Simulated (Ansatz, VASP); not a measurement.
**CdS: VASP beside Ansatz**

The input POSCAR:

```
CdS
1.0
    0.1406551057      2.9696493917      2.9696493917
    2.9696493917      0.1406551057      2.9696493917
    2.9696493917      2.9696493917      0.1406551057
Cd S
1 1
Direct
    0.0054049610      0.0054049610      0.0054049610
    0.2445950390      0.2445950390      0.2445950390
```

The input INCAR.step1:

```
ALGO     = Normal         # electronic algorithm
EDIFF    = 1E-4           # SCF threshold, eV
ENCUT    = 520            # plane-wave cutoff, eV
GGA      = PE             # functional
ISMEAR   = 0              # smearing method
LASPH    = T              # aspherical terms in the spheres
LCHARG   = F              # write CHGCAR
LREAL    = F              # projectors in reciprocal space
LWAVE    = T              # write WAVECAR
NBANDS   = 16             # bands
NELM     = 100            # most SCF steps
PREC     = Accurate       # precision mode
SIGMA    = 0.01           # smearing width, eV
```

INCAR.step2

```
ALGO     = Normal         # electronic algorithm
EDIFF    = 1E-6           # SCF threshold, eV
ENCUT    = 520            # plane-wave cutoff, eV
ISIF     = 2              # what is computed and relaxed
ISMEAR   = 0              # smearing method
ISTART   = 1            
LASPH    = T              # aspherical terms in the spheres
LCHARG   = F              # write CHGCAR
LMIXTAU  = T            
LREAL    = F              # projectors in reciprocal space
LWAVE    = F              # write WAVECAR
METAGGA  = R2SCAN         # meta-GGA
NBANDS   = 16             # bands
NELM     = 100            # most SCF steps
PREC     = Accurate       # precision mode
SIGMA    = 0.01           # smearing width, eV
```

The input KPOINTS:

```
k-points
0
Gamma
  8 8 8
```

Input for Ansatz:

```yaml
crystal:
  lattice:
    - [0.1406551057, 2.9696493917, 2.9696493917]
    - [2.9696493917, 0.1406551057, 2.9696493917]
    - [2.9696493917, 2.9696493917, 0.1406551057]
  atoms:
    - { symbol: Cd, position: [0.005404961, 0.005404961, 0.005404961] }
    - { symbol: S, position: [0.244595039, 0.244595039, 0.244595039] }
kpoints:
  mp_grid: { grid: [8, 8, 8] }
  band_path:
    path:
      - [0.0, 0.0, 0.0]
      - [-0.5, -0.5, 0.0]
      - [-0.375, -0.375, 0.25]
      - [-0.375, 0.0, 0.375]
      - [0.0, 0.0, 0.5]
      - [-0.5, -0.25, 0.25]
    npoints: 1
hamiltonian:
  xc: r2scan
scf:
  occupations: { method: fixed }
  n_extra_bands: 4
output:
  forces: true
  stress: true
  eigenvalues: true
```

Change from the starting cell: epitaxial_111 strain -3.8%.

Alike in both runs: task single point; functional r2SCAN; k mesh 8 × 8 × 8; no spin polarisation.

|  | VASP | Ansatz |
| --- | --- | --- |
| version | VASP 6.6.1 | Ansatz 0.2.0 |
| potentials or method | VASP PAW PBE potentials, release 64 (Cd, S) | plane waves, PAW |
| plane-wave cutoff (eV) | 520 | 500 |
| occupations | gaussian, width 0.01 eV | fixed |
| valence electrons in the cell | 18 | 26 |

```tsv
	VASP	Ansatz	Ansatz less VASP
gap on the k mesh at the Fermi level (eV)	1.45	1.45	+0.005
pressure (GPa)	2.9	2.5	-0.37
traceless stress, the component that is largest in VASP (GPa)	-1.27	-1.26	+0.005
rms of the force components (eV/Å)	0.004	0.001	-0.0036
```

VASP's potentials were made for PBE, not for r2SCAN. Atom by atom the forces differ by 0.004 eV/Å (rms over components). VASP's potentials hold 18 valence electrons a cell and Ansatz's 26, so a difference there can come from the potentials and not from the codes.
